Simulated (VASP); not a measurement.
AlN, 4 atoms in the cell. Symmetry: P6_3mc, No. 186, hexagonal system. Conventional cell: a = 3.130 Å, b = 3.130 Å, c = 4.981 Å, α = 90.00°, β = 90.00°, γ = 120.00°. Within 2.5 Å of Al (site symmetry 3m) lie 4 N at 1.90 to 1.91 Å. Within 2.5 Å of N (site symmetry 3m) lie 4 Al at 1.90 to 1.91 Å. 

| Item | Value |
| --- | --- |
| Program | VASP 6.6.1 |
| Task | single point |
| Functional | PBE |
| Potentials or basis | VASP PAW PBE potentials, release 64 (Al, N) |
| Cutoff | 520 eV |
| k mesh | 8 × 8 × 5 |
| Occupations | gaussian, width 0.03 eV |
| Spin | no spin polarisation |
| Dipole correction | no |
| Further INCAR settings | ALGO = Normal; EDIFF = 1e-07; NBANDS = 16 |

Potentials or basis: VASP PAW PBE potentials, release 64 (Al, N).

Run with:

```sh
$ cat potpaw_PBE.64/Al/POTCAR potpaw_PBE.64/N/POTCAR > POTCAR
$ mpirun -np 1 vasp_std > vasp.out
```

Hardware: 1 thread of Intel Xeon 8259CL (shared host).

How long does it take, and how much memory?

It took 24 s on 1 thread of Intel Xeon 8259CL (shared host), peak memory 0.16 GiB. Counts: scf iterations 14, k points 30.
